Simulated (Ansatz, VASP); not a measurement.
## Li2S in VASP and in Ansatz

POSCAR

```
Li2S
1.0
    0.0000000000      2.8452942310      2.8452942310
    2.8452942310      0.0000000000      2.8452942310
    2.8452942310      2.8452942310      0.0000000000
S Li
1 2
Direct
    0.0000000000      0.0000000000      0.0000000000
    0.2500000000      0.2500000000      0.2500000000
    0.7500000000      0.7500000000      0.7500000000
```

The input INCAR.step1:

```
SYSTEM = Li2S
  PREC = Accurate
  ENCUT = 830
  ISMEAR = 0
  SIGMA = 0.01
  LREAL = .False.
  LASPH = .True.
  NELM = 120
  NBANDS = 13
  GGA = PE
  ALGO = Normal
  EDIFF = 1E-5
  LWAVE = .True.
  LCHARG = .False.
  GGA_COMPAT = .False.
```

INCAR.step2

```
SYSTEM = Li2S
  PREC = Accurate
  ENCUT = 830
  EDIFF = 1E-6
  ISMEAR = 0
  SIGMA = 0.01
  LREAL = .False.
  LASPH = .True.
  NELM = 120
  ALGO = Normal
  ISIF = 2
  LWAVE = .False.
  LCHARG = .True.
  METAGGA = R2SCAN
  LMIXTAU = .True.
  LELF = .True.
  LVHAR = .True.
  NBANDS = 13
  ISTART = 1
  GGA_COMPAT = .False.
```

Contents of KPOINTS:

```
regular mesh
0
Gamma
  6 6 6
  0 0 0
```

Input for Ansatz:

```yaml
crystal:
  lattice:
    - [0.0, 2.845294231, 2.845294231]
    - [2.845294231, 0.0, 2.845294231]
    - [2.845294231, 2.845294231, 0.0]
  atoms:
    - { symbol: S, position: [0.0, 0.0, 0.0] }
    - { symbol: Li, position: [0.25, 0.25, 0.25] }
    - { symbol: Li, position: [0.75, 0.75, 0.75] }
kpoints:
  mp_grid: { grid: [6, 6, 6] }
hamiltonian:
  xc: r2scan
scf:
  occupations: { method: fixed }
  n_extra_bands: 4
output:
  forces: true
  stress: true
  eigenvalues: true
```

Alike in both runs: task single point; functional r2SCAN; k mesh 6 × 6 × 6; no spin polarisation.

```csv
,VASP,Ansatz
version,VASP 6.6.1,Ansatz 0.2.0
potentials or method,"VASP PAW PBE potentials, release 64 (S, Li_sv)","plane waves, PAW"
plane-wave cutoff (eV),830,500
occupations,"gaussian, width 0.01 eV",fixed
valence electrons in the cell,12,12
```

|  | VASP | Ansatz | Ansatz less VASP |
| --- | --- | --- | --- |
| gap on the k mesh at the Fermi level (eV) | 3.86 | 3.87 | +0.017 |
| pressure (GPa) | -0.2 | 0.0 | +0.21 |

VASP's potentials were made for PBE, not for r2SCAN.
